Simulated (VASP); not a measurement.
# Ni (P6_3/mmc) in VASP: single point with PBE

Aim: the single point of Ni with PBE.

Program: VASP 6.6.1. These are calculated values, not measurements. Logs are shortened: lines on timing, memory, paths and dates and some standing lists are left out, and cuts for length are marked.

### 1 The cell of the first run

The structure is hexagonal, space group P6_3/mmc (No. 194). Conventional cell: a = 2.485 Å, b = 2.485 Å, c = 4.085 Å, α = 90.00°, β = 90.00°, γ = 120.00°. Within 3.3 Å of Ni (site symmetry -6m2) lie 12 Ni at 2.49 to 2.50 Å.

This isn't the form of Ni at room conditions, which is fcc.

### 2 Single point, PBE, collinear spin, ferromagnetic start

Contents of POSCAR:

```
Ni
1.0
    2.4852366228      0.0000000000      0.0000000000
   -1.2426183114      2.1522780497      0.0000000000
    0.0000000000      0.0000000000      4.0851592179
Ni
2
Direct
    0.3333333333      0.6666666667      0.2500000000
    0.6666666667      0.3333333333      0.7500000000
```

Contents of INCAR.step1:

```
PREC     = Accurate       # precision mode
ENCUT    = 520            # plane-wave cutoff, eV
EDIFF    = 1E-6           # SCF threshold, eV
ISMEAR   = -1             # smearing method
SIGMA    = 0.05           # smearing width, eV
LREAL    = F              # projectors in reciprocal space
LASPH    = T              # aspherical terms in the spheres
NELM     = 150            # most SCF steps
ALGO     = Normal         # electronic algorithm
ISIF     = 2              # what is computed and relaxed
LWAVE    = F              # write WAVECAR
LCHARG   = T              # write CHGCAR
ISPIN    = 2              # spin polarisation
MAGMOM   = 1.5 1.5        # initial moments
LMAXMIX  = 4              # l up to which the mixer works
GGA      = PE             # functional
NBANDS   = 21             # bands
```

Contents of KPOINTS.step1:

```
Automatic mesh
0
Gamma
  15 15 8
```

Contents of INCAR.step2:

```
PREC     = Accurate       # precision mode
ENCUT    = 520            # plane-wave cutoff, eV
EDIFF    = 1E-6           # SCF threshold, eV
ISMEAR   = -5             # smearing method
SIGMA    = 0.05           # smearing width, eV
LREAL    = F              # projectors in reciprocal space
LASPH    = T              # aspherical terms in the spheres
NELM     = 150            # most SCF steps
ALGO     = Normal         # electronic algorithm
ISIF     = 2              # what is computed and relaxed
LWAVE    = F              # write WAVECAR
LCHARG   = F              # write CHGCAR
ISPIN    = 2              # spin polarisation
MAGMOM   = 1.5 1.5        # initial moments
LORBIT   = 11             # projections on sites
LMAXMIX  = 4              # l up to which the mixer works
GGA      = PE             # functional
NEDOS    = 2001           # points of the DOS
ICHARG   = 11             # starting density
```

Contents of KPOINTS.step2:

```
Automatic mesh
0
Gamma
  23 23 12
```

Potentials or basis: VASP PAW PBE potentials, release 64 (Ni).

Run with:

```bash
> cat potpaw_PBE.64/Ni/POTCAR > POTCAR
> cp INCAR.step1 INCAR
> cp KPOINTS.step1 KPOINTS
> mpirun -np 1 vasp_std > vasp.out
> cp INCAR.step2 INCAR
> cp KPOINTS.step2 KPOINTS
> mpirun -np 1 vasp_std > vasp.out
```

OUTCAR:

```text
PREC = Accurate
   ENCUT = 520
   EDIFF = 1E-6
   ISMEAR = -5
   LREAL = F
   LASPH = T
   NELM = 150
   ISIF = 2
   ISPIN = 2
   LORBIT = 11
   GGA = PE
   ICHARG = 11

 ion  position               nearest neighbor table
   1  0.333  0.667  0.250-   2 2.50   2 2.50   2 2.50   2 2.50   2 2.50   2 2.50
   2  0.667  0.333  0.750-   1 2.50   1 2.50   1 2.50   1 2.50   1 2.50   1 2.50

  LATTYP: Found a hexagonal cell.
 ALAT       =     2.4852366228
 C/A-ratio  =     1.6437707301

  Lattice vectors:

 A1 = (   2.4852366228,   0.0000000000,   0.0000000000)
 A2 = (  -1.2426183114,   2.1522780497,   0.0000000000)
 A3 = (   0.0000000000,   0.0000000000,   4.0851592179)

Analysis of symmetry for initial positions (statically):
=====================================================================
 Subroutine PRICEL returns:
 Original cell was already a primitive cell.

 Routine SETGRP: Setting up the symmetry group for a
 hexagonal supercell.

 Subroutine GETGRP returns: Found 24 space group operations
 (whereof 12 operations were pure point group operations)
 out of a pool of 24 trial point group operations.

The static configuration has the point symmetry D_3d.
 The point group associated with its full space group is D_6h.

Analysis of symmetry for dynamics (positions and initial velocities):
=====================================================================
 Subroutine PRICEL returns:
 Original cell was already a primitive cell.

 Routine SETGRP: Setting up the symmetry group for a
 hexagonal supercell.

 Subroutine GETGRP returns: Found 24 space group operations
 (whereof 12 operations were pure point group operations)
 out of a pool of 24 trial point group operations.

The dynamic configuration has the point symmetry D_3d.
 The point group associated with its full space group is D_6h.

Analysis of structural, dynamic, and magnetic symmetry:
=====================================================================
 Subroutine PRICEL returns:
 Original cell was already a primitive cell.

 Routine SETGRP: Setting up the symmetry group for a
 hexagonal supercell.

 Subroutine GETGRP returns: Found 24 space group operations
 (whereof 12 operations were pure point group operations)
 out of a pool of 24 trial point group operations.

The overall configuration has the point symmetry D_3d.
 The point group associated with its full space group is D_6h.

 Subroutine INISYM returns: Found 24 space group operations
 (whereof 12 operations are pure point group operations),
 and found     1 'primitive' translations
[... 120 lines left out ...]
  Thomas-Fermi vector in A             =   2.688338
   LORBIT       =     11    0 simple, 1 ext, 2 COOP (PROOUT), +10 PAW based schemes
   GGA     = PE    functional components
   LHFCALC =     F    Hartree Fock is set to
   AEXX    =    0.0000 exact exchange contribution
   IVDW    =     0    specifies the selected vdW correction
   LEPSILON=     F    determine dielectric tensor
   LRPA    =     F    only Hartree local field effects (RPA)
 spin polarized calculation
 Fermi weights with tetrahedron method with Bloechl corrections
  energy-cutoff  :      520.00
  volume of cell :       21.85
 maximum number of plane-waves:       606

 number of electron      20.0000015 magnetization       1.2940297

 Free energy of the ion-electron system (eV)
  ---------------------------------------------------
  ext. energy  EPLUGINS =         0.00000000
  ---------------------------------------------------
  free energy    TOTEN  =       -10.88636586 eV

  energy without entropy =      -10.88636586  energy(sigma->0) =      -10.88636586

 E-fermi :   9.3514     XC(G=0): -13.2299

 val. band max:        9.3822015284   @ k =   0.4783  -0.0000   0.4167
 cond. band min:       9.2408937533   @ k =   0.1739   0.1739   0.5000
 fundamental gap:     -0.1413077751
 Fermi energy:         9.3514144336

 spin component 1

 k-point     1 :       0.0000    0.0000    0.0000
  band No.  band energies     occupation
      1       0.3334      1.00000
      2       4.5097      1.00000
      3       6.8902      1.00000
      4       6.9964      1.00000
      5       6.9964      1.00000
      6       7.2576      1.00000
[... 435 lines left out ...]
      5       7.0999      1.00000
      6       7.2380      1.00000
[... 8 lines left out ...]
     15      27.6692      0.00000
     16      33.6542      0.00000

 [... further k-points ...]

 spin component 2

 k-point     1 :       0.0000    0.0000    0.0000
  band No.  band energies     occupation
      1       0.3041      1.00000
      2       4.9182      1.00000
      3       7.6088      1.00000
      4       7.6867      1.00000
      5       7.6867      1.00000
      6       7.9670      1.00000
[... 435 lines left out ...]
      5       7.7883      1.00000
      6       7.9652      1.00000
[... 8 lines left out ...]
     15      27.7727      0.00000
     16      33.6352      0.00000

 [... further k-points ...]

------------------------ aborting loop because EDIFF is reached ----------------------------------------

  FORCE on cell =-STRESS in cart. coord.  units (eV):
  Direction    XX          YY          ZZ          XY          YZ          ZX
  --------------------------------------------------------------------------------------
  -------------------------------------------------------------------------------------
  Total        0.0357853      0.0357853      0.0627999      0.0000000      0.0000000      0.0000000
  in kB        2.6238565      2.6238565      4.6046260      0.0000000      0.0000000      0.0000000
  external PRESSURE =       3.2841130 kB  Pullay stress =       0.0000000 kB

 VOLUME and BASIS-vectors are now :
 -----------------------------------------------------------------------------
  energy-cutoff  :      520.00
  volume of cell :       21.85
      direct lattice vectors                 reciprocal lattice vectors
     2.485236623  0.000000000  0.000000000     0.402376172  0.232311992  0.000000000
    -1.242618311  2.152278050  0.000000000     0.000000000  0.464623983  0.000000000
     0.000000000  0.000000000  4.085159218     0.000000000  0.000000000  0.244788501

 POSITION                                       TOTAL-FORCE (eV/Angst)
 -----------------------------------------------------------------------------------
     -0.00000      1.43485      1.02129         0.000000      0.000000      0.000000
      1.24262      0.71743      3.06387        -0.000000      0.000000     -0.000000
 -----------------------------------------------------------------------------------
    total drift:                               -0.000000      0.000000     -0.000000

  FREE ENERGIE OF THE ION-ELECTRON SYSTEM (eV)
  ---------------------------------------------------
  free  energy   TOTEN  =       -10.8863658553 eV

  energy  without entropy=      -10.8863658553  energy(sigma->0) =      -10.88636586

 total charge

# of ion       s       p       d       tot
------------------------------------------
    1        0.495   0.493   8.316   9.303
    2        0.495   0.493   8.316   9.303
--------------------------------------------------
tot          0.989   0.986  16.632  18.607

 magnetization (x)

# of ion       s       p       d       tot
------------------------------------------
    1       -0.005  -0.025   0.673   0.643
    2       -0.005  -0.025   0.673   0.643
--------------------------------------------------
tot         -0.010  -0.051   1.346   1.285
```

OSZICAR.step1:

```text
N       E                     dE             d eps       ncg     rms          rms(c)
DAV:   1     0.971248901857E+02    0.97125E+02   -0.88312E+03 12092   0.135E+03
DAV:   2    -0.720802162383E+01   -0.10433E+03   -0.96135E+02 11515   0.234E+02
DAV:   3    -0.127978192667E+02   -0.55898E+01   -0.53843E+01 12928   0.624E+01
DAV:   4    -0.128641950138E+02   -0.66376E-01   -0.66330E-01 12975   0.639E+00
DAV:   5    -0.128659267688E+02   -0.17318E-02   -0.17317E-02 13001   0.103E+00    0.145E+01
DAV:   6    -0.116093893962E+02    0.12565E+01   -0.73644E+00 13364   0.587E+01    0.906E+00
DAV:   7    -0.109395523260E+02    0.66984E+00   -0.16555E+00 13075   0.241E+01    0.256E+00
DAV:   8    -0.109161048122E+02    0.23448E-01   -0.11501E-02 15254   0.107E+00    0.140E+00
DAV:   9    -0.109115689969E+02    0.45358E-02   -0.56481E-04 17008   0.259E-01    0.516E-01
DAV:  10    -0.109096361143E+02    0.19329E-02   -0.29855E-04 17869   0.407E-01    0.114E-01
DAV:  11    -0.109096898791E+02   -0.53765E-04   -0.63740E-05 14112   0.106E-01    0.362E-02
DAV:  12    -0.109096734569E+02    0.16422E-04   -0.38204E-06 15172   0.353E-02    0.217E-02
DAV:  13    -0.109096743654E+02   -0.90847E-06   -0.22603E-06 11597   0.153E-02
   1 F= -.10909674E+02 E0= -.10892549E+02  d E =-.342498E-01  mag=     1.2940
```

It took 5.2 min on 1 thread of Intel Xeon 8259CL, shared host; peak memory 0.32 GiB.

What came out:

* Net moment: 1.29 μB per cell
* Site moments: Ni +0.64 μB
* Valence electrons inside the program's atomic spheres: Ni 9.30

Levels at points of the mesh, in eV from the Fermi level:
Spin up:
```tsv
k point	band 9	band 10	band 11	band 12	band 13	band 14
(0.00, 0.00, 0.00)	-1.68	-0.75	-0.75	-0.39	5.51	22.59
(0.00, 0.00, 0.50)	-1.04	-1.04	-1.04	-1.04	14.18	14.18
```
Spin down:
```
           k point  band 5  band 6  band 7  band 8  band 9  band 10  band 11  band 12  band 13  band 14
(0.00, 0.00, 0.00)   -1.66   -1.38   -1.38   -0.98   -0.98    -0.44    -0.02    -0.02     5.93    22.45
(0.00, 0.00, 0.50)   -1.71   -1.71   -1.71   -1.71   -0.30    -0.30    -0.30    -0.30    14.32    14.32
```
